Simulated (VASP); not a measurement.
Write the native input for VASP 6.6.1 that does the following.

```yaml
Task: single point
Functional: PBEsol
Potentials_or_basis: VASP PAW PBE potentials, release 64 (B, N)
Cutoff: 520 eV
k_mesh: 20 × 20 × 20
Occupations: gaussian, width 0.1 eV
Spin: no spin polarisation
Dipole_correction: no
Further_INCAR_settings: ALGO = Normal; EDIFF = 1e-07; NBANDS = 11
```

The structure of BN lies in POSCAR:

```
BN
1.0
    0.0000000000      1.8547824372      1.8547824372
    1.8547824372      0.0000000000      1.8547824372
    1.8547824372      1.8547824372      0.0000000000
B N
1 1
Direct
    0.0000000000      0.0000000000      0.0000000000
    0.5000000000      0.5000000000      0.5000000000
```

This cell differs from its parent crystal: Ga replaced by B, lengths x 0.882, strained.

These files were run (other wordings do the same):

INCAR

```
PREC = Accurate ; ENCUT = 520
EDIFF = 1E-7 ; ISMEAR = 0
SIGMA = 0.1 ; LREAL = F
LASPH = T ; NELM = 100
ALGO = Normal ; ISIF = 2
LWAVE = F ; LCHARG = T
GGA = PS ; LELF = T
LVHAR = T ; NBANDS = 11
```

KPOINTS

```
Automatic mesh
0
Gamma
  20 20 20
```

Potentials or basis: VASP PAW PBE potentials, release 64 (B, N).

Run with:

```console
$ cat potpaw_PBE.64/B/POTCAR potpaw_PBE.64/N/POTCAR > POTCAR
$ mpirun -np 1 vasp_std > vasp.out
```

It gave:

```json
{
  "Pressure": "-52.1 GPa"
}
```

Caveat: the cell differs from its parent crystal (Ga replaced by B, lengths x 0.882, strained); the PAW data sets were made with another functional, which shifts forces and pressure a little.

It took 17 s on 1 thread of Intel(R) Xeon(R) 6975P-C (Granite Rapids), with other jobs on the host, peak memory 0.14 GiB.
